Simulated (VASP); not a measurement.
Wanted: the native input for a VASP 6.6.1 run.

```yaml
Task: single point
Functional: PBEsol
Potentials_or_basis: VASP PAW PBE potentials, release 64 (Au)
Cutoff: 520 eV
k_mesh: 14 × 14 × 8
Occupations: fermi-dirac, width 0.03 eV
Spin: no spin polarisation
Dipole_correction: no
Further_INCAR_settings: ALGO = Normal; EDIFF = 1e-07; NBANDS = 18
```

The structure of Au lies in POSCAR:

```
Au
1.0
    2.9192042576      0.0000000000      0.0000000000
   -1.4596021288      2.5281050460      0.0000000000
    0.0000000000      0.0000000000      4.9123188226
Au
2
Direct
    0.3333333333      0.6666666667      0.7500000000
    0.6666666667      0.3333333333      0.2500000000
```

This cell differs from its parent crystal: volume scaled by 1.02.

These files were run (other wordings do the same):

INCAR

```
  PREC = Accurate
  ENCUT = 520
  EDIFF = 1E-7
  ISMEAR = -1
  SIGMA = 0.03
  LREAL = F
  LASPH = T
  NELM = 60
  ALGO = Normal
  ISIF = 2
  LWAVE = F
  LCHARG = F
  GGA = PS
  NBANDS = 18
```

KPOINTS

```
regular mesh
0
Gamma
  14 14 8
```

Potentials or basis: VASP PAW PBE potentials, release 64 (Au).

Command:

```bash
$ cat potpaw_PBE.64/Au/POTCAR > POTCAR
$ mpirun -np 1 vasp_std > vasp.out
```

Results of the run:

| Quantity | Value |
| --- | --- |
| Pressure | -9.0 GPa |
| Band gap on the k mesh | zero (band 11 reaches 11.94 eV, above the bottom of band 12 at 5.76 eV) |

Caveat: the PAW data sets were made with another functional, which shifts forces and pressure a little; spin-orbit coupling is left out, which moves the levels of the heavy elements.

Wall time 30 s on 1 thread of Intel(R) Xeon(R) 6975P-C (Granite Rapids), on a shared host, peak memory 0.2 GiB.
